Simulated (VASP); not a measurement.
# Zr (P6_3/mmc) in VASP: single point with r2SCAN

Aim: the single point of Zr with r2SCAN.

Everything below comes from runs of VASP 6.6.1. Logs are shortened: lines on timing, memory, paths and dates and some standing lists are left out, and cuts for length are marked.

## 1. The cell of the first run

Symmetry: P6_3/mmc, No. 194, hexagonal system. Conventional cell: a = 3.312 Å, b = 3.312 Å, c = 5.244 Å, α = 90.00°, β = 90.00°, γ = 120.00°. Zr (site symmetry -6m2) has 12 Zr at 3.25 to 3.31 Å within 4.3 Å.

## 2. Single point, r2SCAN (24.91 Å³/atom)

POSCAR

```
Zr
1.0
    3.3122205890      0.0000000000      0.0000000000
   -1.6561102945      2.8684671730      0.0000000000
    0.0000000000      0.0000000000      5.2444013342
Zr
2
Direct
    0.3333333333      0.6666666667      0.2500000000
    0.6666666667      0.3333333333      0.7500000000
```

INCAR.step1

```
PREC     = Accurate       # precision mode
ENCUT    = 520            # plane-wave cutoff, eV
ISMEAR   = 0              # smearing method
SIGMA    = 0.1            # smearing width, eV
LREAL    = False          # projectors in reciprocal space
LASPH    = True           # aspherical terms in the spheres
NELM     = 100            # most SCF steps
NBANDS   = 19             # bands
GGA      = PE             # functional
ALGO     = Normal         # electronic algorithm
EDIFF    = 1E-4           # SCF threshold, eV
LWAVE    = True           # write WAVECAR
LCHARG   = False          # write CHGCAR
```

INCAR.step2

```
PREC     = Accurate       # precision mode
ENCUT    = 520            # plane-wave cutoff, eV
EDIFF    = 1E-6           # SCF threshold, eV
ISMEAR   = 0              # smearing method
SIGMA    = 0.1            # smearing width, eV
LREAL    = False          # projectors in reciprocal space
LASPH    = True           # aspherical terms in the spheres
NELM     = 100            # most SCF steps
ALGO     = Normal         # electronic algorithm
ISIF     = 2              # what is computed and relaxed
LWAVE    = False          # write WAVECAR
LCHARG   = True           # write CHGCAR
METAGGA  = R2SCAN         # meta-GGA
LMIXTAU  = True         
LELF     = True           # ELF
LVHAR    = True         
NBANDS   = 19             # bands
ISTART   = 1
```

KPOINTS

```
regular mesh
0
Gamma
  18 18 8
```

Potentials or basis: VASP PAW PBE potentials, release 64 (Zr_sv).

On the command line:

```sh
cat potpaw_PBE.64/Zr_sv/POTCAR > POTCAR
cp INCAR.step1 INCAR
mpirun -np 1 vasp_std > vasp.out
cp INCAR.step2 INCAR
mpirun -np 1 vasp_std > vasp.out
```

OUTCAR:

```text
PREC = Accurate
   ENCUT = 520
   EDIFF = 1E-6
   ISMEAR = 0
   LREAL = False
   LASPH = True
   NELM = 100
   ISIF = 2
   METAGGA = R2SCAN
   ISTART = 1

 ion  position               nearest neighbor table
   1  0.333  0.667  0.250-   2 3.25   2 3.25   2 3.25   2 3.25   2 3.25   2 3.25
   2  0.667  0.333  0.750-   1 3.25   1 3.25   1 3.25   1 3.25   1 3.25   1 3.25

  LATTYP: Found a hexagonal cell.
 ALAT       =     3.3122205890
 C/A-ratio  =     1.5833490534

  Lattice vectors:

 A1 = (   3.3122205890,   0.0000000000,   0.0000000000)
 A2 = (  -1.6561102945,   2.8684671730,   0.0000000000)
 A3 = (   0.0000000000,   0.0000000000,   5.2444013342)

Analysis of symmetry for initial positions (statically):
=====================================================================
 Subroutine PRICEL returns:
 Original cell was already a primitive cell.

 Routine SETGRP: Setting up the symmetry group for a
 hexagonal supercell.

 Subroutine GETGRP returns: Found 24 space group operations
 (whereof 12 operations were pure point group operations)
 out of a pool of 24 trial point group operations.

The static configuration has the point symmetry D_3d.
 The point group associated with its full space group is D_6h.

Analysis of symmetry for dynamics (positions and initial velocities):
=====================================================================
 Subroutine PRICEL returns:
 Original cell was already a primitive cell.

 Routine SETGRP: Setting up the symmetry group for a
 hexagonal supercell.

 Subroutine GETGRP returns: Found 24 space group operations
 (whereof 12 operations were pure point group operations)
 out of a pool of 24 trial point group operations.

The dynamic configuration has the point symmetry D_3d.
 The point group associated with its full space group is D_6h.

 Subroutine INISYM returns: Found 24 space group operations
 (whereof 12 operations are pure point group operations),
 and found     1 'primitive' translations

----------------------------------------------------------------------------------------

                                     Primitive cell

  volume of cell :      49.8270

  direct lattice vectors                    reciprocal lattice vectors
     3.312220589  0.000000000  0.000000000     0.301912259  0.174309124  0.000000000
    -1.656110294  2.868467173  0.000000000     0.000000000  0.348618248  0.000000000
     0.000000000  0.000000000  5.244401334     0.000000000  0.000000000  0.190679534

  length of vectors
     3.312220589  3.312220589  5.244401334     0.348618248  0.348618248  0.190679534

  position of ions in fractional coordinates (direct lattice)
     0.333333333  0.666666667  0.250000000
     0.666666667  0.333333333  0.750000000

  ion indices of the primitive-cell ions
   primitive index   ion index
                 1           1
                 2           2

----------------------------------------------------------------------------------------

 KPOINTS: regular mesh

Automatic generation of k-mesh.
 Grid dimensions read from file:
 generate k-points for:   18   18    8

 Generating k-lattice:

  Cartesian coordinates                     Fractional coordinates (reciprocal lattice)
     0.016772903  0.009683840  0.000000000     0.055555556 -0.000000000  0.000000000
     0.000000000  0.019367680  0.000000000     0.000000000  0.055555556  0.000000000
     0.000000000  0.000000000  0.023834942     0.000000000  0.000000000  0.125000000

  Length of vectors
     0.019367680  0.019367680  0.023834942

  Shift w.r.t. Gamma in fractional coordinates (k-lattice)
     0.000000000  0.000000000  0.000000000

 Subroutine IBZKPT returns following result:
 ===========================================

 Found    185 irreducible k-points:

 Following reciprocal coordinates:
            Coordinates               Weight
  0.000000  0.000000  0.000000      1.000000
  0.055556  0.000000  0.000000      6.000000
  0.111111  0.000000  0.000000      6.000000
  0.166667  0.000000  0.000000      6.000000
  0.222222  0.000000  0.000000      6.000000
  0.277778  0.000000  0.000000      6.000000
[... 16 lines left out ...]
  0.333333  0.111111  0.000000     12.000000
  0.388889  0.111111  0.000000     12.000000
 [... further k-points ...]
   k-points           NKPTS =    185   k-points in BZ     NKDIM =    185   number of bands    NBANDS=     19
   number of dos      NEDOS =    301   number of ions     NIONS =      2
   total plane-waves  NPLWV =  31360
   dimension x,y,z NGX =    28 NGY =   28 NGZ =   40
   dimension x,y,z NGXF=    56 NGYF=   56 NGZF=   80
   ions per type =               2
   NGX,Y,Z   is equivalent  to a cutoff of  14.05, 14.05, 12.68 a.u.
   NGXF,Y,Z  is equivalent  to a cutoff of  28.11, 28.11, 25.36 a.u.
 SYSTEM =  unknown system
   PREC   = accura    normal or accurate (medium, high low for compatibility)
   ISTART =      1    job   : 0-new  1-cont  2-samecut
   ICHARG =      0    charge: 1-file 2-atom 10-const
   ISPIN  =      1    spin polarized calculation?
   LNONCOLLINEAR =      F non collinear calculations
   LSORBIT =      F    spin-orbit coupling
   LASPH  =      T    aspherical Exc in radial PAW
   ENCUT  =  520.0 eV  38.22 Ry    6.18 a.u.   6.16  6.16  9.75*2*pi/ulx,y,z
   NELM   =    100;   NELMIN=  2; NELMDL=  0     # of ELM steps
   EDIFF  = 0.1E-05   stopping-criterion for ELM
   LREAL  =      F    real-space projection
   EDIFFG = 0.1E-04   stopping-criterion for IOM
   NSW    =      0    number of steps for IOM
   IBRION =     -1    ionic relax: 0-MD 1-quasi-New 2-CG
   NFREE  =      0    steps in history (QN), initial steepest desc. (CG)
   ISIF   =      2    stress and relaxation
   ISYM   =      2    0-nonsym 1-usesym 2-fastsym
   POTIM  = 0.5000    time-step for ionic-motion
   TEBEG  =    0.0;   TEEND  =   0.0 temperature during run
   PSTRESS=    0.0 pullay stress
   NELECT =      24.0000    total number of electrons
   NUPDOWN=      -1.0000    fix difference up-down
   EMIN   =  10.00;   EMAX   =-10.00  energy-range for DOS
   EFERMI =   0.00;   METHOD = LEGACY
   ISMEAR =     0;   SIGMA  =   0.10  broadening in eV -4-tet -1-fermi 0-gaus
   EFERMI_NEDOS =   21; number of points for ismear=-14 and -15
   IALGO  =     38    algorithm
   IMIX   =      4    mixing-type and parameters
     AMIX     =   0.40;   BMIX     =  1.00
     AMIX_MAG =   1.60;   BMIX_MAG =  1.00
  volume/ion in A,a.u.               =      24.91       168.12
  Fermi-wavevector in a.u.,A,eV,Ry     =   1.283286  2.425059 22.406397  1.646824
  Thomas-Fermi vector in A             =   2.415548
   LORBIT       =      0    0 simple, 1 ext, 2 COOP (PROOUT), +10 PAW based schemes
   METAGGA = R2SCAN    functional components
   LHFCALC =     F    Hartree Fock is set to
   AEXX    =    0.0000 exact exchange contribution
   IVDW    =     0    specifies the selected vdW correction
   LEPSILON=     F    determine dielectric tensor
   LRPA    =     F    only Hartree local field effects (RPA)
 non-spin polarized calculation
 Gauss-broadening in eV      SIGMA  =   0.10
  energy-cutoff  :      520.00
  volume of cell :       49.83
 maximum number of plane-waves:      1363
 NGX is ok and might be reduce to    28
   NGX = 13   NGY = 13   NGZ = 19

 number of electron      24.0000001 magnetization

 Free energy of the ion-electron system (eV)
  ---------------------------------------------------
  ext. energy  EPLUGINS =         0.00000000
  ---------------------------------------------------
  free energy    TOTEN  =       -45.46015266 eV

  energy without entropy =      -45.45301164  energy(sigma->0) =      -45.45658215

 E-fermi :   8.3240     XC(G=0): -11.6162

 val. band max:        8.3096784691   @ k =   0.3333   0.1667   0.3750
 cond. band min:       8.3519846021   @ k =   0.0556   0.0000   0.2500
 fundamental gap:      0.0423061330
 Fermi energy:         8.3239942555

 k-point     1 :       0.0000    0.0000    0.0000
  band No.  band energies     occupation
      1     -42.4037      2.00000
      2     -42.2753      2.00000
      3     -20.1497      2.00000
      4     -19.4051      2.00000
      5     -19.4051      2.00000
      6     -19.2885      2.00000
[... 11 lines left out ...]
     18      10.5212      0.00000
     19      12.6964      0.00000

 k-point     2 :       0.0556    0.0000    0.0000
  band No.  band energies     occupation
      1     -42.4009      2.00000
      2     -42.2742      2.00000
      3     -20.1416      2.00000
      4     -19.4224      2.00000
      5     -19.4109      2.00000
      6     -19.3012      2.00000
[... 11 lines left out ...]
     18      10.4454      0.00000
     19      12.7520      0.00000

 k-point     3 :       0.1111    0.0000    0.0000
  band No.  band energies     occupation
      1     -42.3926      2.00000
      2     -42.2710      2.00000
      3     -20.1178      2.00000
      4     -19.4723      2.00000
      5     -19.4273      2.00000
      6     -19.3527      2.00000
[... 11 lines left out ...]
     18      10.2488      0.00000
     19      12.8895      0.00000

 k-point     4 :       0.1667    0.0000    0.0000
  band No.  band energies     occupation
      1     -42.3797      2.00000
      2     -42.2664      2.00000
      3     -20.0797      2.00000
      4     -19.5488      2.00000
      5     -19.4517      2.00000
      6     -19.4298      2.00000
[... 11 lines left out ...]
     18      10.5687      0.00000
     19      13.0550      0.00000

 k-point     5 :       0.2222    0.0000    0.0000
  band No.  band energies     occupation
      1     -42.3633      2.00000
      2     -42.2611      2.00000
      3     -20.0297      2.00000
      4     -19.6430      2.00000
      5     -19.5217      2.00000
      6     -19.4808      2.00000
[... 11 lines left out ...]
     18      11.0222      0.00000
     19      13.2088      0.00000

 k-point     6 :       0.2778    0.0000    0.0000
  band No.  band energies     occupation
      1     -42.3450      2.00000
      2     -42.2562      2.00000
      3     -19.9712      2.00000
      4     -19.7432      2.00000
      5     -19.6165      2.00000
      6     -19.5107      2.00000
[... 11 lines left out ...]
     18      11.5612      0.00000
     19      13.3325      0.00000

 k-point     7 :       0.3333   -0.0000    0.0000
  band No.  band energies     occupation
      1     -42.3267      2.00000
      2     -42.2528      2.00000
      3     -19.9087      2.00000
      4     -19.8372      2.00000
      5     -19.7032      2.00000
      6     -19.5382      2.00000
[... 11 lines left out ...]
     18      12.1442      0.00000
     19      13.4217      0.00000

 k-point     8 :       0.3889    0.0000    0.0000
  band No.  band energies     occupation
      1     -42.3104      2.00000
      2     -42.2513      2.00000
      3     -19.9136      2.00000
      4     -19.8484      2.00000
      5     -19.7724      2.00000
      6     -19.5602      2.00000
[... 256 lines left out ...]
 k-point    20 :       0.1667    0.1111    0.0000
  band No.  band energies     occupation
      1     -42.3567      2.00000
      2     -42.2592      2.00000
      3     -20.0091      2.00000
      4     -19.6484      2.00000
      5     -19.5971      2.00000
      6     -19.4619      2.00000
[... 11 lines left out ...]
     18      11.4038      0.00000
     19      13.1434      0.00000

 k-point    21 :       0.2222    0.1111    0.0000
  band No.  band energies     occupation
      1     -42.3392      2.00000
      2     -42.2549      2.00000
      3     -19.9520      2.00000
      4     -19.7391      2.00000
      5     -19.6651      2.00000
      6     -19.5074      2.00000
[... 11 lines left out ...]
     18      12.0128      0.00000
     19      13.2233      0.00000

 k-point    22 :       0.2778    0.1111    0.0000
  band No.  band energies     occupation
      1     -42.3217      2.00000
      2     -42.2521      2.00000
      3     -19.8907      2.00000
      4     -19.8268      2.00000
      5     -19.7246      2.00000
      6     -19.5508      2.00000
[... 11 lines left out ...]
     18      12.6747      0.00000
     19      13.2842      0.00000

 k-point    23 :       0.3333    0.1111    0.0000
  band No.  band energies     occupation
      1     -42.3059      2.00000
      2     -42.2512      2.00000
      3     -19.8982      2.00000
      4     -19.8309      2.00000
      5     -19.7722      2.00000
      6     -19.5859      2.00000
[... 11 lines left out ...]
     18      13.3240      0.00000
     19      13.3479      0.00000

 k-point    24 :       0.3889    0.1111    0.0000
  band No.  band energies     occupation
      1     -42.2942      2.00000
      2     -42.2519      2.00000
      3     -19.9445      2.00000
      4     -19.8032      2.00000
      5     -19.7825      2.00000
      6     -19.6084      2.00000
[... 11 lines left out ...]
     18      13.3456      0.00000
     19      13.9548      0.00000

 [... further k-points ...]
[... 5 lines left out ...]
  --------------------------------------------------------------------------------------
  -------------------------------------------------------------------------------------
  Total       -1.5792466     -1.5792466     -1.5778288      0.0000000      0.0000000      0.0000000
  in kB      -50.7803261    -50.7803261    -50.7347359      0.0000000      0.0000000      0.0000000
  external PRESSURE =     -50.7651294 kB  Pullay stress =       0.0000000 kB

 VOLUME and BASIS-vectors are now :
 -----------------------------------------------------------------------------
  energy-cutoff  :      520.00
  volume of cell :       49.83
      direct lattice vectors                 reciprocal lattice vectors
     3.312220589  0.000000000  0.000000000     0.301912259  0.174309124  0.000000000
    -1.656110294  2.868467173  0.000000000     0.000000000  0.348618248  0.000000000
     0.000000000  0.000000000  5.244401334     0.000000000  0.000000000  0.190679534

 POSITION                                       TOTAL-FORCE (eV/Angst)
 -----------------------------------------------------------------------------------
     -0.00000      1.91231      1.31110         0.000000     -0.000000      0.000000
      1.65611      0.95616      3.93330        -0.000000      0.000000      0.000000
 -----------------------------------------------------------------------------------
    total drift:                               -0.000000      0.000000     -0.000000

  FREE ENERGIE OF THE ION-ELECTRON SYSTEM (eV)
  ---------------------------------------------------
  free  energy   TOTEN  =       -45.4601526610 eV

  energy  without entropy=      -45.4530116416  energy(sigma->0) =      -45.45658215
```

It took 16 min on 1 thread of Intel Xeon 8259CL, shared host; peak memory 0.28 GiB.

What came out:

| Quantity | Value |
| --- | --- |
| Free energy | -45.4602 eV |
| Pressure | -5.1 GPa |
| Band gap on the k mesh | zero (bands 12 and 13 overlap by 1.26 eV) |

Caveat: the cell stands under tension; the PAW data sets were made with another functional, which shifts forces and pressure a little.
